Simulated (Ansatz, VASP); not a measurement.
# Eu: VASP beside Ansatz

```
Eu
1.0
    -2.11761    2.11761    2.11761
     2.11761   -2.11761    2.11761
     2.11761    2.11761   -2.11761
Eu
1
Direct
  0.00000 0.00000 0.00000
```

Alike in both runs: functional PBEsol; k mesh 10 × 10 × 10; occupations fermi-dirac, width 0.05 eV; collinear spin.

Ansatz relaxed the structure, and its values are those at the end. VASP's run is a single point on that final structure, the one shown.

|  | VASP | Ansatz |
| --- | --- | --- |
| version | VASP 6.6.1 | Ansatz 0.2.0 |
| potentials or method | VASP PAW PBE potentials, release 64 (Eu) | PAW with Ansatz's default frozen-core files, scalar-relativistic |
| plane-wave cutoff (eV) | 520 | 420 |
| valence electrons in the cell | 17 | 17 |

```csv
,VASP,Ansatz,Ansatz less VASP
pressure (GPa),0.0,0.0,-0.03
net moment per atom (μB),7.25,7.25,+0.007
size of the moment on the site where the two differ most (μB),6.66,6.99,+0.322
```

VASP's potentials were made for PBE, not for PBEsol. Site moments also hang on the region over which each program counts them. The functional is the same, so the differences come from potentials, cutoffs and numerics.

Neither program's run includes spin-orbit coupling.
